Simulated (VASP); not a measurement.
Write the native input for VASP 6.6.1 that does the following.

- Task: single point
- Functional: r2SCAN
- Potentials or basis: VASP PAW PBE potentials, release 64 (Nb_sv)
- Cutoff: 550 eV
- k mesh: 11 × 11 × 11
- Occupations: fermi-dirac, width 0.05 eV
- Spin: no spin polarisation
- Dipole correction: no
- Further INCAR settings: ALGO = Normal; EDIFF = 1e-06; NBANDS = 12

The system is Nb.

```
CELL_PARAMETERS angstrom
0.00000 2.12901 2.12901
2.12901 0.00000 2.12901
2.12901 2.12901 0.00000
ATOMIC_POSITIONS crystal
Nb 0.00000 0.00000 0.00000
```

This cell differs from its parent crystal: volume scaled by 1.02.

One way to write it, as run:

POSCAR

```
Nb
1.0
    0.0000000000      2.1290070307      2.1290070307
    2.1290070307      0.0000000000      2.1290070307
    2.1290070307      2.1290070307      0.0000000000
Nb
1
Direct
    0.0000000000      0.0000000000      0.0000000000
```

INCAR.step1

```
SYSTEM = Nb
PREC = Accurate
ENCUT = 550
ISMEAR = -1
SIGMA = 0.05
LREAL = .False.
LASPH = .True.
NELM = 120
NBANDS = 12
GGA = PE
ALGO = Normal
EDIFF = 1E-5
LWAVE = .True.
LCHARG = .False.
GGA_COMPAT = .False.
```

INCAR.step2

```
SYSTEM = Nb
PREC = Accurate
ENCUT = 550
EDIFF = 1E-6
ISMEAR = -1
SIGMA = 0.05
LREAL = .False.
LASPH = .True.
NELM = 120
ALGO = Normal
ISIF = 2
LWAVE = .False.
LCHARG = .False.
METAGGA = R2SCAN
LMIXTAU = .True.
NBANDS = 12
ISTART = 1
GGA_COMPAT = .False.
```

KPOINTS

```
regular mesh
0
Gamma
  11 11 11
  0 0 0
```

Potentials or basis: VASP PAW PBE potentials, release 64 (Nb_sv).

Run with:

```bash
$ cat potpaw_PBE.64/Nb_sv/POTCAR > POTCAR
$ cp INCAR.step1 INCAR
$ mpirun -np 1 vasp_std > vasp.out
$ cp INCAR.step2 INCAR
$ mpirun -np 1 vasp_std > vasp.out
```

It gave:

```json
{"Pressure": "-5.4 GPa"}
```

Caveat: the PAW data sets were made with another functional, which shifts forces and pressure a little.

Run time: 24 s on 1 thread of Intel(R) Xeon(R) Platinum 8559C (Emerald Rapids), with other jobs on the host, peak memory 0.14 GiB.
